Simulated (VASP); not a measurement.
## Cu: single point with PBE

The system is Cu.

```
Cu
1.0
     0.00000    1.81548    1.81548
     1.81548    0.00000    1.81548
     1.81548    1.81548    0.00000
Cu
1
Direct
  0.00000 0.00000 0.00000
```

```yaml
Program: VASP 6.6.1
Task: single point
Functional: PBE
Potentials_or_basis: VASP PAW PBE potentials, release 64 (Cu)
Cutoff: 520 eV
k_mesh: 10 × 10 × 10
Occupations: gaussian, width 0.05 eV
Spin: no spin polarisation
```

```json
{"Pressure": "0.7 GPa"}
```

Levels at points of the mesh, in eV from the Fermi level:
| k point | band 4 | band 5 | band 6 | band 7 | band 8 | band 9 |
| --- | --- | --- | --- | --- | --- | --- |
| (0.00, 0.00, 0.00) | -2.86 | -2.06 | -2.06 | 22.61 | 25.15 | 25.15 |
| (0.50, 0.00, 0.00) | -1.50 | -1.50 | -0.84 | 3.81 | 21.11 | 21.99 |
| (0.50, 0.50, 0.00) | -1.36 | -1.36 | 1.63 | 7.14 | 13.10 | 13.10 |

Wall time 4.7 s on 1 thread of Intel(R) Xeon(R) Platinum 8375C CPU @ 2.90GHz (Ice Lake), with other jobs on the host, peak memory 0.12 GiB.
